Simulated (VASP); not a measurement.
The system is Mg.

```xyz
2
Lattice="3.2093 0.0000 0.0000 -1.6046 2.7793 0.0000 0.0000 0.0000 5.2103" Properties=species:S:1:pos:R:3 pbc="T T T"
Mg    0.0000    1.8529    1.3026
Mg    1.6047    0.9264    3.9077
```

- Program: VASP 6.6.1
- Task: relaxation of cell and atoms
- Functional: PBEsol
- Potentials or basis: VASP PAW PBE potentials, release 64 (Mg)
- Cutoff: 600 eV
- k mesh: 7 × 7 × 4
- Occupations: fermi-dirac, width 0.1 eV
- Spin: no spin polarisation

At the start: pressure -1.0 GPa; volume 23.24 Å³/atom.

**Question.** Where does the relaxation end?

**Answer.** Over 6 steps the energy falls by 7.6 meV/atom and the volume is 22.64 Å³/atom (-2.6 %); space group P6_3/mmc (No. 194, to 0.05 Å).

Step by step:
```tsv
step	energy change (eV)	largest force (eV/Å)	pressure (GPa)	volume (Å³)
1	0.0000	0.0000	-0.97	46.47
2	-0.0109	0.0000	-0.26	45.53
3	-0.0137	0.0000	0.36	44.81
4	-0.0138	0.0000	0.42	44.76
5	-0.0150	0.0000	0.16	45.08
6	-0.0152	0.0000	0.01	45.27
```

Final structure:
```
CELL_PARAMETERS angstrom
3.13365 0.00000 0.00000
-1.56683 2.71382 0.00000
0.00000 0.00000 5.32351
ATOMIC_POSITIONS crystal
Mg 0.33333 0.66667 0.25000
Mg 0.66667 0.33333 0.75000
```

Caveat: the PAW data sets were made with another functional, which shifts forces and pressure a little.
